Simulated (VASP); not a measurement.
A run of VASP 6.6.1:

File INCAR:

```
PREC = Accurate
ENCUT = 520
EDIFF = 1E-6
ISMEAR = 0
SIGMA = 0.1
LREAL = False
LASPH = True
NELM = 100
ALGO = Normal
ISIF = 2
LWAVE = False
LCHARG = False
GGA = PS
NBANDS = 17
```

Contents of KPOINTS:

```
Automatic mesh
0
Gamma
  9 9 8
```

The input POSCAR:

```
SrAl2H2
1.0
    4.5048514055      0.0000000000      0.0000000000
   -2.2524257028      3.9013157575      0.0000000000
    0.0000000000      0.0000000000      4.5445435503
Sr Al H
1 2 2
Direct
    0.0000000000      0.0000000000      0.0000000000
    0.3333333333      0.6666666667      0.4637649908
    0.6666666667      0.3333333333      0.5362350092
    0.3333333333      0.6666666667      0.0831644353
    0.6666666667      0.3333333333      0.9168355647
```

Potentials or basis: VASP PAW PBE potentials, release 64 (Sr_sv, Al, H).

The run is started by

```bash
$ cat potpaw_PBE.64/Sr_sv/POTCAR potpaw_PBE.64/Al/POTCAR potpaw_PBE.64/H/POTCAR > POTCAR
$ mpirun -np 1 vasp_std > vasp.out
```

Hardware: 1 thread of Intel(R) Xeon(R) 6975P-C (Granite Rapids) (shared host).

Task: How long does it take, and how much memory?

Result: Run time: 72 s on 1 thread of Intel(R) Xeon(R) 6975P-C (Granite Rapids), on a shared host, peak memory 0.27 GiB. Counts: scf iterations 16, k points 81.
